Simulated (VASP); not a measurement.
Here is a VASP 6.6.1 calculation.

File INCAR:

```
SYSTEM = HfO2
  PREC = Accurate
  ENCUT = 520
  EDIFF = 1E-6
  ISMEAR = -1
  SIGMA = 0.02
  LREAL = .False.
  LASPH = .True.
  NELM = 80
  ALGO = Normal
  ISIF = 2
  LWAVE = .False.
  LCHARG = .True.
  GGA = PE
  LVHAR = .True.
  NBANDS = 56
  KPAR = 2
```

File KPOINTS:

```
regular mesh
0
Gamma
  6 6 6
  0 0 0
```

File POSCAR:

```
HfO2
1.0
    5.0074302567      0.0000000000      0.0000000000
    0.0000000000      5.2506123598      0.0000000000
    0.0000000000      0.0000000000      4.9587360814
Hf O
4 8
Direct
    0.2656801745      0.2818579085      0.7281510648
    0.7656801745      0.2181420915      0.2718489352
    0.7343198255      0.7181420915      0.7281510648
    0.2343198255      0.7818579085      0.2718489352
    0.5000000000      0.5000000000      0.4340323450
    0.0000000000      0.0000000000      0.5659676550
    0.5000000000      0.0000000000      0.5325450257
    0.0000000000      0.5000000000      0.4674549743
    0.2825575826      0.6446936402      0.8986877557
    0.7825575826      0.8553063598      0.1013122443
    0.7174424174      0.3553063598      0.8986877557
    0.2174424174      0.1446936402      0.1013122443
```

Potentials or basis: VASP PAW PBE potentials, release 64 (Hf_pv, O).

Launch:

```console
$ cat potpaw_PBE.64/Hf_pv/POTCAR potpaw_PBE.64/O/POTCAR > POTCAR
$ mpirun -np 2 vasp_std > vasp.out
```

**Question.** Predict the largest force.

**Answer.** 0.047 eV/Å.

**Question.** Predict the band gap on the k mesh.

**Answer.** 4.12 eV (least direct gap 4.14 eV).

Stress tensor (GPa, compression positive):
```
2.59 0.00 0.00
0.00 2.60 0.00
0.00 0.00 2.93
```

Caveat: spin-orbit coupling is left out, which moves the levels of the heavy elements. A k mesh can miss the band edges.
